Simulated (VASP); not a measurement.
Wanted: the native input for a VASP 6.6.1 run.

```
Task                   : single point
Functional             : PBE
Potentials or basis    : VASP PAW PBE potentials, release 64 (Si, Mo_sv)
Cutoff                 : 520 eV
k mesh                 : 13 × 13 × 13
Occupations            : fermi-dirac, width 0.05 eV
Spin                   : no spin polarisation
Dipole correction      : no
Further INCAR settings : ALGO = Normal; EDIFF = 1e-07; NBANDS = 18
```

The structure of Si2Mo lies in POSCAR:

```
Si2Mo
1.0
   -1.5783757276      1.5783757276      3.8773786233
    1.5783757276     -1.5783757276      3.8773786233
    1.5783757276      1.5783757276     -3.8773786233
Si Mo
2 1
Direct
    0.3330000000      0.3330000000      0.0000000000
    0.6670000000      0.6670000000      0.0000000000
    0.0000000000      0.0000000000      0.0000000000
```

The input as run:

INCAR

```
PREC = Accurate
ENCUT = 520
EDIFF = 1E-7
ISMEAR = -1
SIGMA = 0.05
LREAL = F
LASPH = T
NELM = 100
ALGO = Normal
ISIF = 2
LWAVE = F
LCHARG = T
GGA = PE
LELF = T
LVHAR = T
NBANDS = 18
```

KPOINTS

```
regular mesh
0
Gamma
  13 13 13
```

Potentials or basis: VASP PAW PBE potentials, release 64 (Si, Mo_sv).

The run is started by

```console
$ cat potpaw_PBE.64/Si/POTCAR potpaw_PBE.64/Mo_sv/POTCAR > POTCAR
$ mpirun -np 1 vasp_std > vasp.out
```

Results of the run:

```json
{
  "Pressure": "12.2 GPa",
  "Largest force": "0.210 eV/Å",
  "Band gap on the k mesh": "zero (band 11 reaches 13.42 eV, above the bottom of band 12 at 12.43 eV)"
}
```

Run time: 2.2 min on 1 thread of AMD EPYC 9R45 96-Core Processor (Zen 5), with other jobs on the host, peak memory 0.26 GiB.
